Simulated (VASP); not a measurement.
# K (P6/mmm) in VASP: further runs

The runs below take K through single point, with PBE.

Program: VASP 6.6.1. These are calculated values, not measurements. Logs are shortened: lines on timing, memory, paths and dates and some standing lists are left out, and cuts for length are marked.

**1. The cell of the first run**

The structure is hexagonal, space group P6/mmm (No. 191). The conventional cell has a = 5.576 Å, b = 5.576 Å, c = 3.313 Å, α = 90.00°, β = 90.00°, γ = 120.00°. K (site symmetry 6/mmm) has 14 K at 3.31 to 3.62 Å within 4.4 Å. K (site symmetry -6m2) has 11 K at 3.22 to 3.62 Å within 4.2 Å.

This isn't the form of K at room conditions, which is bcc.

**2. Single point, PBE (29.74 Å³/atom)**

POSCAR reads:

```
K
1.0
    5.5759376155      0.0000000000      0.0000000000
   -2.7879688078      4.8289036250      0.0000000000
    0.0000000000      0.0000000000      3.3134077198
K
3
Direct
    0.0000000000      0.0000000000      0.0000000000
    0.3333333333      0.6666666667      0.5000000000
    0.6666666667      0.3333333333      0.5000000000
```

INCAR.step1 reads:

```
PREC = Accurate
ENCUT = 520
EDIFF = 1E-7
ISMEAR = -1
SIGMA = 0.1
LREAL = False
LASPH = True
NELM = 100
ALGO = Normal
ISIF = 2
LWAVE = False
LCHARG = True
GGA = PE
NBANDS = 20
```

KPOINTS.step1 reads:

```
Automatic mesh
0
Gamma
  5 5 7
```

INCAR.step2 reads:

```
PREC = Accurate
ENCUT = 520
EDIFF = 1E-7
ISMEAR = -5
SIGMA = 0.1
LREAL = False
LASPH = True
NELM = 100
ALGO = Normal
ISIF = 2
LWAVE = False
LCHARG = False
GGA = PE
LORBIT = 11
NBANDS = 20
NEDOS = 1001
ICHARG = 11
```

KPOINTS.step2 reads:

```
Automatic mesh
0
Gamma
  8 8 11
```

Potentials or basis: VASP PAW PBE potentials, release 64 (K_sv).

Started as:

```console
$ cat potpaw_PBE.64/K_sv/POTCAR > POTCAR
$ cp INCAR.step1 INCAR
$ cp KPOINTS.step1 KPOINTS
$ mpirun -np 1 vasp_std > vasp.out
$ cp INCAR.step2 INCAR
$ cp KPOINTS.step2 KPOINTS
$ mpirun -np 1 vasp_std > vasp.out
```

OUTCAR:

```text
PREC = Accurate
   ENCUT = 520
   EDIFF = 1E-7
   ISMEAR = -5
   LREAL = False
   LASPH = True
   NELM = 100
   ISIF = 2
   GGA = PE
   LORBIT = 11
   ICHARG = 11

 ion  position               nearest neighbor table
   1  0.000  0.000  0.000-   2 3.62   3 3.62   2 3.62   3 3.62   3 3.62   3 3.62   2 3.62   2 3.62
                             3 3.62   3 3.62   2 3.62   2 3.62
   2  0.333  0.667  0.500-   3 3.22   3 3.22   3 3.22   1 3.62   1 3.62   1 3.62   1 3.62   1 3.62
                             1 3.62
   3  0.667  0.333  0.500-   2 3.22   2 3.22   2 3.22   1 3.62   1 3.62   1 3.62   1 3.62   1 3.62
                             1 3.62

  LATTYP: Found a hexagonal cell.
 ALAT       =     5.5759376155
 C/A-ratio  =     0.5942332838

  Lattice vectors:

 A1 = (   5.5759376155,   0.0000000000,   0.0000000000)
 A2 = (  -2.7879688078,   4.8289036250,   0.0000000000)
 A3 = (   0.0000000000,   0.0000000000,   3.3134077198)

Analysis of symmetry for initial positions (statically):
=====================================================================
 Subroutine PRICEL returns:
 Original cell was already a primitive cell.

 Routine SETGRP: Setting up the symmetry group for a
 hexagonal supercell.

 Subroutine GETGRP returns: Found 24 space group operations
 (whereof 24 operations were pure point group operations)
 out of a pool of 24 trial point group operations.

The static configuration has the point symmetry D_6h.

Analysis of symmetry for dynamics (positions and initial velocities):
=====================================================================
 Subroutine PRICEL returns:
 Original cell was already a primitive cell.

 Routine SETGRP: Setting up the symmetry group for a
 hexagonal supercell.

 Subroutine GETGRP returns: Found 24 space group operations
 (whereof 24 operations were pure point group operations)
 out of a pool of 24 trial point group operations.

The dynamic configuration has the point symmetry D_6h.

 Subroutine INISYM returns: Found 24 space group operations
 (whereof 24 operations are pure point group operations),
 and found     1 'primitive' translations

----------------------------------------------------------------------------------------

                                     Primitive cell

  volume of cell :      89.2157

  direct lattice vectors                    reciprocal lattice vectors
     5.575937615  0.000000000  0.000000000     0.179342035  0.103543172  0.000000000
    -2.787968808  4.828903625  0.000000000     0.000000000  0.207086345  0.000000000
     0.000000000  0.000000000  3.313407720     0.000000000  0.000000000  0.301804089

  length of vectors
     5.575937615  5.575937616  3.313407720     0.207086345  0.207086345  0.301804089

  position of ions in fractional coordinates (direct lattice)
     0.000000000  0.000000000  0.000000000
     0.333333333  0.666666667  0.500000000
     0.666666667  0.333333333  0.500000000

  ion indices of the primitive-cell ions
   primitive index   ion index
                 1           1
                 2           2
                 3           3

----------------------------------------------------------------------------------------

 KPOINTS: Automatic mesh

Automatic generation of k-mesh.
 Grid dimensions read from file:
 generate k-points for:    8    8   11

 Generating k-lattice:

  Cartesian coordinates                     Fractional coordinates (reciprocal lattice)
     0.022417754  0.012942897  0.000000000     0.125000000 -0.000000000  0.000000000
     0.000000000  0.025885793  0.000000000     0.000000000  0.125000000  0.000000000
     0.000000000  0.000000000  0.027436735     0.000000000  0.000000000  0.090909091

  Length of vectors
     0.025885793  0.025885793  0.027436735

  Shift w.r.t. Gamma in fractional coordinates (k-lattice)
     0.000000000  0.000000000  0.000000000

 TETIRR: Found    716 inequivalent tetrahedra from     4224

 Subroutine IBZKPT returns following result:
 ===========================================

 Found     60 irreducible k-points:

 Following reciprocal coordinates:
            Coordinates               Weight
  0.000000  0.000000  0.000000      1.000000
  0.125000  0.000000  0.000000      6.000000
  0.250000  0.000000  0.000000      6.000000
  0.375000  0.000000  0.000000      6.000000
  0.500000  0.000000  0.000000      3.000000
  0.125000  0.125000  0.000000      6.000000
[... 16 lines left out ...]
  0.250000  0.000000  0.181818     12.000000
  0.375000  0.000000  0.181818     12.000000
 [... further k-points ...]
   k-points           NKPTS =     60   k-points in BZ     NKDIM =     60   number of bands    NBANDS=     20
   number of dos      NEDOS =   1001   number of ions     NIONS =      3
   total plane-waves  NPLWV =  49392
   dimension x,y,z NGX =    42 NGY =   42 NGZ =   28
   dimension x,y,z NGXF=    84 NGYF=   84 NGZF=   56
   ions per type =               3
   NGX,Y,Z   is equivalent  to a cutoff of  12.52, 12.52, 14.05 a.u.
   NGXF,Y,Z  is equivalent  to a cutoff of  25.04, 25.04, 28.10 a.u.
 SYSTEM =  unknown system
   PREC   = accura    normal or accurate (medium, high low for compatibility)
   ISTART =      0    job   : 0-new  1-cont  2-samecut
   ICHARG =     11    charge: 1-file 2-atom 10-const
   ISPIN  =      1    spin polarized calculation?
   LNONCOLLINEAR =      F non collinear calculations
   LSORBIT =      F    spin-orbit coupling
   LASPH  =      T    aspherical Exc in radial PAW
   ENCUT  =  520.0 eV  38.22 Ry    6.18 a.u.  10.37 10.37  6.16*2*pi/ulx,y,z
   NELM   =    100;   NELMIN=  2; NELMDL=  0     # of ELM steps
   EDIFF  = 0.1E-06   stopping-criterion for ELM
   LREAL  =      F    real-space projection
   EDIFFG = 0.1E-05   stopping-criterion for IOM
   NSW    =      0    number of steps for IOM
   IBRION =     -1    ionic relax: 0-MD 1-quasi-New 2-CG
   NFREE  =      0    steps in history (QN), initial steepest desc. (CG)
   ISIF   =      2    stress and relaxation
   ISYM   =      2    0-nonsym 1-usesym 2-fastsym
   POTIM  = 0.5000    time-step for ionic-motion
   TEBEG  =    0.0;   TEEND  =   0.0 temperature during run
   PSTRESS=    0.0 pullay stress
   NELECT =      27.0000    total number of electrons
   NUPDOWN=      -1.0000    fix difference up-down
   EMIN   =  10.00;   EMAX   =-10.00  energy-range for DOS
   EFERMI =   0.00;   METHOD = LEGACY
   ISMEAR =    -5;   SIGMA  =   0.10  broadening in eV -4-tet -1-fermi 0-gaus
   EFERMI_NEDOS =   21; number of points for ismear=-14 and -15
   IALGO  =     38    algorithm
   IMIX   =      4    mixing-type and parameters
     AMIX     =   0.40;   BMIX     =  1.00
     AMIX_MAG =   1.60;   BMIX_MAG =  1.00
  volume/ion in A,a.u.               =      29.74       200.69
  Fermi-wavevector in a.u.,A,eV,Ry     =   1.099130  2.077054 16.437012  1.208086
  Thomas-Fermi vector in A             =   2.235519
   LORBIT       =     11    0 simple, 1 ext, 2 COOP (PROOUT), +10 PAW based schemes
   GGA     = PE    functional components
   LHFCALC =     F    Hartree Fock is set to
   AEXX    =    0.0000 exact exchange contribution
   IVDW    =     0    specifies the selected vdW correction
   LEPSILON=     F    determine dielectric tensor
   LRPA    =     F    only Hartree local field effects (RPA)
 non-spin polarized calculation
 Fermi weights with tetrahedron method with Bloechl corrections
  energy-cutoff  :      520.00
  volume of cell :       89.22
 maximum number of plane-waves:      2430
 NGX is ok and might be reduce to    42

 number of electron      27.0000002 magnetization

 Free energy of the ion-electron system (eV)
  ---------------------------------------------------
  ext. energy  EPLUGINS =         0.00000000
  ---------------------------------------------------
  free energy    TOTEN  =         0.30479507 eV

  energy without entropy =        0.30479507  energy(sigma->0) =        0.30479507

 E-fermi :   3.1997     XC(G=0):  -8.4232

 val. band max:        3.1643827589   @ k =   0.3750   0.0000   0.0000
 cond. band min:       3.1393480056   @ k =   0.2500   0.2500   0.1818
 fundamental gap:     -0.0250347533
 Fermi energy:         3.1997179203

 k-point     1 :       0.0000    0.0000    0.0000
  band No.  band energies     occupation
      1     -29.3307      2.00000
      2     -29.1178      2.00000
      3     -29.0516      2.00000
      4     -13.1507      2.00000
      5     -13.1507      2.00000
      6     -12.8736      2.00000
[... 12 lines left out ...]
     19       5.8259      0.00000
     20       7.4307      0.00000

 k-point     2 :       0.1250    0.0000    0.0000
  band No.  band energies     occupation
      1     -29.3222      2.00000
      2     -29.1243      2.00000
      3     -29.0541      2.00000
      4     -13.2050      2.00000
      5     -13.1767      2.00000
      6     -12.8063      2.00000
[... 12 lines left out ...]
     19       6.1676      0.00000
     20       7.3964      0.00000

 k-point     3 :       0.2500    0.0000    0.0000
  band No.  band energies     occupation
      1     -29.2985      2.00000
      2     -29.1426      2.00000
      3     -29.0605      2.00000
      4     -13.2921      2.00000
      5     -13.1783      2.00000
      6     -12.6811      2.00000
[... 12 lines left out ...]
     19       6.5323      0.00000
     20       7.2549      0.00000

 k-point     4 :       0.3750    0.0000    0.0000
  band No.  band energies     occupation
      1     -29.2662      2.00000
      2     -29.1691      2.00000
      3     -29.0673      2.00000
      4     -13.3552      2.00000
      5     -13.1067      2.00000
      6     -12.6884      2.00000
[... 429 lines left out ...]
 k-point    23 :       0.2500    0.0000    0.1818
  band No.  band energies     occupation
      1     -29.2669      2.00000
      2     -29.1172      2.00000
      3     -29.0375      2.00000
      4     -13.2254      2.00000
      5     -13.1284      2.00000
      6     -12.7095      2.00000
[... 12 lines left out ...]
     19       7.1772      0.00000
     20       7.2506      0.00000

 k-point    24 :       0.3750    0.0000    0.1818
  band No.  band energies     occupation
      1     -29.2372      2.00000
      2     -29.1427      2.00000
      3     -29.0425      2.00000
      4     -13.2806      2.00000
      5     -13.0796      2.00000
      6     -12.7479      2.00000
[... 12 lines left out ...]
     19       6.6180      0.00000
     20       6.6461      0.00000

 [... further k-points ...]

------------------------ aborting loop because EDIFF is reached ----------------------------------------

  FORCE on cell =-STRESS in cart. coord.  units (eV):
  Direction    XX          YY          ZZ          XY          YZ          ZX
  --------------------------------------------------------------------------------------
  -------------------------------------------------------------------------------------
  Total        8.9705307      8.9705307      9.0521605     -0.0000000      0.0000000      0.0000000
  in kB      161.0969788    161.0969788    162.5629244     -0.0000000      0.0000000      0.0000000
  external PRESSURE =     161.5856273 kB  Pullay stress =       0.0000000 kB

 VOLUME and BASIS-vectors are now :
 -----------------------------------------------------------------------------
  energy-cutoff  :      520.00
  volume of cell :       89.22
      direct lattice vectors                 reciprocal lattice vectors
     5.575937615  0.000000000  0.000000000     0.179342035  0.103543172  0.000000000
    -2.787968808  4.828903625  0.000000000     0.000000000  0.207086345  0.000000000
     0.000000000  0.000000000  3.313407720     0.000000000  0.000000000  0.301804089

 POSITION                                       TOTAL-FORCE (eV/Angst)
 -----------------------------------------------------------------------------------
      0.00000      0.00000      0.00000         0.000000      0.000000     -0.000000
     -0.00000      3.21927      1.65670        -0.000000      0.000000      0.000000
      2.78797      1.60963      1.65670         0.000000      0.000000     -0.000000
 -----------------------------------------------------------------------------------
    total drift:                                0.000000      0.000000     -0.000000

  FREE ENERGIE OF THE ION-ELECTRON SYSTEM (eV)
  ---------------------------------------------------
  free  energy   TOTEN  =         0.3047950723 eV

  energy  without entropy=        0.3047950723  energy(sigma->0) =        0.30479507

 total charge

# of ion       s       p       d       tot
------------------------------------------
    1        2.040   5.538   0.046   7.624
    2        2.022   5.550   0.062   7.635
    3        2.022   5.550   0.062   7.635
--------------------------------------------------
tot          6.084  16.638   0.171  22.893
```

It took 3.2 min on 1 thread of Intel Xeon 8259CL, shared host; peak memory 0.24 GiB.

What came out:

| Item | Value |
| --- | --- |
| Valence electrons inside the program's atomic spheres | K 7.62, 7.63 (each value once) |

Caveat: tetrahedron occupations give inexact forces and stress in metals.

**3. Single point, PBE (29.74 Å³/atom)**

POSCAR is that of step 2.

INCAR.step1 reads:

```
SYSTEM = K
  PREC = Accurate
  ENCUT = 520
  EDIFF = 1E-7
  ISMEAR = -1
  SIGMA = 0.1
  LREAL = .False.
  LASPH = .True.
  NELM = 100
  ALGO = Normal
  ISIF = 2
  LWAVE = .False.
  LCHARG = .True.
  GGA = PE
  NBANDS = 20
```

KPOINTS.step1 reads:

```
Automatic mesh
0
Gamma
  5 5 7
  0 0 0
```

INCAR.step2 reads:

```
SYSTEM = K
  PREC = Accurate
  ENCUT = 520
  EDIFF = 1E-7
  ISMEAR = -5
  SIGMA = 0.1
  LREAL = .False.
  LASPH = .True.
  NELM = 100
  ALGO = Normal
  ISIF = 2
  LWAVE = .False.
  LCHARG = .False.
  GGA = PE
  LORBIT = 11
  NBANDS = 20
  NEDOS = 2001
  ICHARG = 11
```

KPOINTS.step2 reads:

```
Automatic mesh
0
Gamma
  8 8 11
  0 0 0
```

Potentials or basis: VASP PAW PBE potentials, release 64 (K_sv).

Started as:

```console
$ cat potpaw_PBE.64/K_sv/POTCAR > POTCAR
$ cp INCAR.step1 INCAR
$ cp KPOINTS.step1 KPOINTS
$ mpirun -np 1 vasp_std > vasp.out
$ cp INCAR.step2 INCAR
$ cp KPOINTS.step2 KPOINTS
$ mpirun -np 1 vasp_std > vasp.out
```

OUTCAR:

```text
SYSTEM = K
   PREC = Accurate
   ENCUT = 520
   EDIFF = 1E-7
   ISMEAR = -5
   LREAL = .False.
   LASPH = .True.
   NELM = 100
   ISIF = 2
   GGA = PE
   LORBIT = 11
   ICHARG = 11

 ion  position               nearest neighbor table
   1  0.000  0.000  0.000-   2 3.62   3 3.62   2 3.62   3 3.62   3 3.62   3 3.62   2 3.62   2 3.62
                             3 3.62   3 3.62   2 3.62   2 3.62
   2  0.333  0.667  0.500-   3 3.22   3 3.22   3 3.22   1 3.62   1 3.62   1 3.62   1 3.62   1 3.62
                             1 3.62
   3  0.667  0.333  0.500-   2 3.22   2 3.22   2 3.22   1 3.62   1 3.62   1 3.62   1 3.62   1 3.62
                             1 3.62
[... 757 lines left out ...]
  in kB      161.0969786    161.0969786    162.5629245     -0.0000000      0.0000000      0.0000000
  external PRESSURE =     161.5856273 kB  Pullay stress =       0.0000000 kB

 VOLUME and BASIS-vectors are now :
 -----------------------------------------------------------------------------
  energy-cutoff  :      520.00
  volume of cell :       89.22
      direct lattice vectors                 reciprocal lattice vectors
     5.575937615  0.000000000  0.000000000     0.179342035  0.103543172  0.000000000
    -2.787968808  4.828903625  0.000000000     0.000000000  0.207086345  0.000000000
     0.000000000  0.000000000  3.313407720     0.000000000  0.000000000  0.301804089

 POSITION                                       TOTAL-FORCE (eV/Angst)
 -----------------------------------------------------------------------------------
      0.00000      0.00000      0.00000        -0.000000      0.000000     -0.000000
     -0.00000      3.21927      1.65670        -0.000000      0.000000      0.000000
      2.78797      1.60963      1.65670         0.000000     -0.000000     -0.000000
 -----------------------------------------------------------------------------------
    total drift:                                0.000000      0.000000     -0.000000

  FREE ENERGIE OF THE ION-ELECTRON SYSTEM (eV)
  ---------------------------------------------------
  free  energy   TOTEN  =         0.3047950721 eV

  energy  without entropy=        0.3047950721  energy(sigma->0) =        0.30479507

 total charge

# of ion       s       p       d       tot
------------------------------------------
    1        2.040   5.538   0.046   7.624
    2        2.022   5.550   0.062   7.635
    3        2.022   5.550   0.062   7.635
--------------------------------------------------
tot          6.084  16.638   0.171  22.893
```

OUTCAR.step1:

```text
SYSTEM = K
   PREC = Accurate
   ENCUT = 520
   EDIFF = 1E-7
   ISMEAR = -1
[... 683 lines left out ...]
      0.00000      0.00000      0.00000        -0.000000      0.000000      0.000000
     -0.00000      3.21927      1.65670        -0.000000      0.000000      0.000000
      2.78797      1.60963      1.65670         0.000000     -0.000000      0.000000
 -----------------------------------------------------------------------------------
    total drift:                               -0.000000      0.000000     -0.000000

  FREE ENERGIE OF THE ION-ELECTRON SYSTEM (eV)
  ---------------------------------------------------
  free  energy   TOTEN  =         0.2677435350 eV

  energy  without entropy=        0.3390410836  energy(sigma->0) =        0.30339231
```

Wall time 3.5 min (1 thread of Intel Xeon 8259CL, shared host); peak memory 0.24 GiB.

What came out:

* Valence electrons inside the program's atomic spheres: K 7.62, 7.63 (each value once)

Levels at points of the mesh, in eV from the Fermi level:
| k point | band 10 | band 11 | band 12 | band 13 | band 14 | band 15 | band 16 | band 17 |
| --- | --- | --- | --- | --- | --- | --- | --- | --- |
| (0.00, 0.00, 0.00) | -15.46 | -15.43 | -15.40 | -3.45 | 0.97 | 1.56 | 1.56 | 1.57 |
| (0.50, 0.00, 0.00) | -15.54 | -15.51 | -15.44 | -1.48 | -1.39 | -0.19 | 2.01 | 2.49 |

Caveat: tetrahedron occupations give inexact forces and stress in metals.
